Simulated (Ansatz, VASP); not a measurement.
# F in VASP and in Ansatz

```
F
1.0
     2.98012   -1.71278   -0.22985
     2.98012    1.71278   -0.22985
    -2.24082    0.00000    6.85921
F
4
Direct
  0.08485 0.08485 0.11398
  0.91515 0.91515 0.88602
  0.50157 0.50157 0.59372
  0.49843 0.49843 0.40628
```

Alike in both runs: task single point; functional PBEsol; k mesh 4 × 4 × 2; occupations gaussian, width 0.05 eV; no spin polarisation.

```csv
,VASP,Ansatz
version,VASP 6.6.1,Ansatz 0.2.0
potentials or method,"VASP PAW PBE potentials, release 64 (F), cutoff 520 eV","scalar-relativistic, plane waves, PAW"
valence electrons in the cell,28,28
```

Ansatz gave:

| Quantity | Value |
| --- | --- |
| gap on the k mesh at the Fermi level (eV) | 1.58 |
| least direct gap on the mesh (eV) | 1.67 |
| pressure (GPa) | -1.6 |
| traceless stress, the component that is largest in VASP (GPa) | -5.87 |
| rms of the force components (eV/Å) | 1.659 |

Task: What did VASP give for the same quantities?

Result: gap on the k mesh at the Fermi level (eV): 1.55; least direct gap on the mesh (eV): 1.63; pressure (GPa): -1.3; traceless stress, the component that is largest in VASP (GPa): -6.24; rms of the force components (eV/Å): 1.761.

VASP's potentials were made for PBE, not for PBEsol. Atom by atom the forces differ by 0.247 eV/Å (rms over components).

The k mesh is coarse, so the values compare programs but aren't converged.
